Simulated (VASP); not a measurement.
# LiH: single point with PBE

The system is LiH.

```
CELL_PARAMETERS angstrom
2.75604 0.00000 0.00000
-1.37802 2.38680 0.00000
0.00000 0.00000 2.53447
ATOMIC_POSITIONS crystal
Li 0.66667 0.33333 0.00000
H 0.00000 0.00000 0.50000
```

The cell was built from a structure type or drawn by symmetry, and may not be a known phase.

* Program: VASP 6.6.1
* Task: single point
* Functional: PBE
* Potentials or basis: VASP PAW PBE potentials, release 64 (Li_sv, H)
* Cutoff: 520 eV
* k mesh: 12 × 12 × 10
* Occupations: gaussian, width 0.02 eV
* Spin: no spin polarisation
* Dipole correction: no
* Further INCAR settings: ALGO = Normal; EDIFF = 1e-06; NBANDS = 9

* Band gap on the k mesh: 1.87 eV (least direct gap 4.85 eV)

Levels at points of the mesh, in eV from the valence-band top:
| k point | band 1 | band 2 | band 3 | band 4 | band 5 |
| --- | --- | --- | --- | --- | --- |
| (0.00, 0.00, 0.00) | -46.05 | -6.80 | 12.70 | 13.56 | 15.22 |
| (0.50, 0.00, 0.00) | -46.01 | -4.03 | 2.25 | 10.40 | 12.78 |
| (0.00, 0.00, 0.50) | -46.01 | -4.73 | 2.55 | 14.54 | 18.84 |
| (0.50, 0.00, 0.50) | -45.97 | -0.77 | 4.08 | 4.59 | 10.37 |

It took 11 s on 1 thread of Intel(R) Xeon(R) Platinum 8488C (Sapphire Rapids), with other jobs on the host, peak memory 0.13 GiB.

 A k mesh can miss the band edges.
